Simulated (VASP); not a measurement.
Wanted: the native input for a VASP 6.6.1 run.

- Task: single point
- Functional: r2SCAN
- Potentials or basis: VASP PAW PBE potentials, release 64 (Cd)
- Cutoff: 440 eV
- k mesh: 6 × 6 × 1
- Occupations: gaussian, width 0.05 eV
- Spin: no spin polarisation
- Dipole correction: yes
- Further INCAR settings: ALGO = Normal; EDIFF = 1e-06; NBANDS = 32

The system is Cd, a slab with vacuum.

```
CELL_PARAMETERS angstrom
3.07355 0.00000 0.00000
1.39096 2.74079 0.00000
0.00000 0.00000 19.81311
ATOMIC_POSITIONS crystal
Cd 0.00000 0.00000 0.30283
Cd 0.31156 0.31156 0.43428
Cd 0.62312 0.62312 0.56572
Cd 0.93468 0.93468 0.69717
```

The input as run:

POSCAR

```
Cd
1.0
    3.0735461292      0.0000000000      0.0000000000
    1.3909569384      2.7407890477      0.0000000000
    0.0000000000      0.0000000000     19.8131132067
Cd
4
Direct
    0.0000000000      0.0000000000      0.3028297440
    0.3115591857      0.3115591857      0.4342765813
    0.6231183713      0.6231183713      0.5657234187
    0.9346775570      0.9346775570      0.6971702560
```

INCAR.step1

```
PREC = Accurate
ENCUT = 440
ISMEAR = 0
SIGMA = 0.05
LREAL = False
LASPH = True
NELM = 120
LDIPOL = True
IDIPOL = 3
DIPOL = 0.5 0.5 0.500
NBANDS = 32
GGA = PE
ALGO = Normal
EDIFF = 1E-5
LWAVE = True
LCHARG = False
GGA_COMPAT = False
NELMDL = -8
```

INCAR.step2

```
PREC = Accurate
ENCUT = 440
EDIFF = 1E-6
ISMEAR = 0
SIGMA = 0.05
LREAL = False
LASPH = True
NELM = 120
ALGO = Normal
ISIF = 2
LWAVE = False
LCHARG = False
LDIPOL = True
IDIPOL = 3
DIPOL = 0.5 0.5 0.500
METAGGA = R2SCAN
LMIXTAU = True
NBANDS = 32
ISTART = 1
GGA_COMPAT = False
```

KPOINTS

```
Automatic mesh
0
Gamma
  6 6 1
```

Potentials or basis: VASP PAW PBE potentials, release 64 (Cd).

Run with:

```sh
$ cat potpaw_PBE.64/Cd/POTCAR > POTCAR
$ cp INCAR.step1 INCAR
$ mpirun -np 1 vasp_std > vasp.out
$ cp INCAR.step2 INCAR
$ mpirun -np 1 vasp_std > vasp.out
```

It gave:

```yaml
Largest_force: 0.217 eV/Å
Band_gap_on_the_k_mesh: zero (bands 24 and 25 overlap by 2.12 eV)
```

Caveat: the k points lie up to 0.38 Å⁻¹ apart, too coarse for converged energies and pressures of a metal; the PAW data sets were made with another functional, which shifts forces and pressure a little.

It took 4.6 min on 1 thread of AMD EPYC 9R14 (Zen 4) (shared host), peak memory 0.27 GiB.
